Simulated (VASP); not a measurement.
Set up this calculation in VASP 6.6.1, as the native input.

```
Task                   : single point
Functional             : r2SCAN
Potentials or basis    : VASP PAW PBE potentials, release 64 (Rh_pv)
Cutoff                 : 550 eV
k mesh                 : 20 × 20 × 14
Occupations            : gaussian, width 0.1 eV
Spin                   : no spin polarisation
Dipole correction      : no
Further INCAR settings : ALGO = Normal; EDIFF = 1e-06; NBANDS = 22
```

The system is Rh.

```xyz
2
Lattice="1.9000 1.9000 0.0000 -1.9000 1.9000 0.0000 0.0000 0.0000 3.7999" Properties=species:S:1:pos:R:3 pbc="T T T"
Rh    0.0000    0.0000    0.0000
Rh    0.0000    1.9000    1.9000
```

These files were run (other wordings do the same):

POSCAR

```
Rh
1.0
    1.8999717035      1.8999717035      0.0000000000
   -1.8999717035      1.8999717035      0.0000000000
    0.0000000000      0.0000000000      3.7999434070
Rh
2
Direct
    0.0000000000      0.0000000000      0.0000000000
    0.5000000000      0.5000000000      0.5000000000
```

INCAR.step1

```
  PREC = Accurate
  ENCUT = 550
  ISMEAR = 0
  SIGMA = 0.1
  LREAL = False
  LASPH = True
  NELM = 120
  NBANDS = 22
  GGA = PE
  ALGO = Normal
  EDIFF = 1E-5
  LWAVE = True
  LCHARG = False
  GGA_COMPAT = False
```

INCAR.step2

```
  PREC = Accurate
  ENCUT = 550
  EDIFF = 1E-6
  ISMEAR = 0
  SIGMA = 0.1
  LREAL = False
  LASPH = True
  NELM = 120
  ALGO = Normal
  ISIF = 2
  LWAVE = False
  LCHARG = False
  METAGGA = R2SCAN
  LMIXTAU = True
  NBANDS = 22
  ISTART = 1
  GGA_COMPAT = False
```

KPOINTS

```
Automatic mesh
0
Gamma
  20 20 14
```

Potentials or basis: VASP PAW PBE potentials, release 64 (Rh_pv).

The run is started by

```console
$ cat potpaw_PBE.64/Rh_pv/POTCAR > POTCAR
$ cp INCAR.step1 INCAR
$ mpirun -np 1 vasp_std > vasp.out
$ cp INCAR.step2 INCAR
$ mpirun -np 1 vasp_std > vasp.out
```

Results of the run:

```yaml
Pressure: 1.1 GPa
Band_gap_on_the_k_mesh: zero (bands 15 and 16 overlap by 2.55 eV)
```

Caveat: the PAW data sets were made with another functional, which shifts forces and pressure a little.

Wall time 16 min on 1 thread of Oxide Virtual Turin-like Processor, with other jobs on the host, peak memory 0.34 GiB.
